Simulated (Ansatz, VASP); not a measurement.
# One calculation of Ca, two programs

File POSCAR:

```
Ca
1.0
    0.0000000000      2.8390191469      2.8390191469
    2.8390191469      0.0000000000      2.8390191469
    2.8390191469      2.8390191469      0.0000000000
Ca
1
Direct
    0.0000000000      0.0000000000      0.0000000000
```

The input INCAR.step1:

```
ALGO = Normal
EDIFF = 1E-4
ENCUT = 520
GGA = PE
ISMEAR = 0
LASPH = True
LCHARG = False
LREAL = False
LWAVE = True
NBANDS = 11
NELM = 60
PREC = Accurate
SIGMA = 0.1
```

File INCAR.step2:

```
ALGO = Normal
EDIFF = 1E-6
ENCUT = 520
ISIF = 2
ISMEAR = 0
ISTART = 1
LASPH = True
LCHARG = False
LMIXTAU = True
LREAL = False
LWAVE = False
METAGGA = R2SCAN
NBANDS = 11
NELM = 60
PREC = Accurate
SIGMA = 0.1
```

KPOINTS

```
k-points
0
Gamma
  14 14 14
```

Input for Ansatz:

```yaml
crystal:
  lattice:
    - [0.0, 2.8390191469, 2.8390191469]
    - [2.8390191469, 0.0, 2.8390191469]
    - [2.8390191469, 2.8390191469, 0.0]
  atoms:
    - { symbol: Ca, position: [0.0, 0.0, 0.0] }
basis:
  ecutwfc: 500
kpoints:
  mp_grid: { grid: [14, 14, 14] }
hamiltonian:
  xc: r2scan
scf:
  occupations: { method: gaussian, width: 0.1 }
output:
  forces: true
  stress: true
  eigenvalues: true
```

Alike in both runs: task single point; functional r2SCAN; k mesh 14 × 14 × 14; occupations gaussian, width 0.1 eV; no spin polarisation.

|  | VASP | Ansatz |
| --- | --- | --- |
| version | VASP 6.6.1 | Ansatz 0.2.0 |
| potentials or method | VASP PAW PBE potentials, release 64 (Ca_sv), cutoff 520 eV | scalar-relativistic, plane waves, PAW |
| valence electrons in the cell | 10 | 10 |

|  | VASP | Ansatz | Ansatz less VASP |
| --- | --- | --- | --- |
| gap on the k mesh at the Fermi level (eV) | none | none | - |
| pressure (GPa) | -0.9 | -0.9 | -0.04 |

VASP's potentials were made for PBE, not for r2SCAN. A gap of «none» marks a metal or a gap that the smearing closes. With one functional, cell and mesh, what is left measures potentials, basis and numerics.
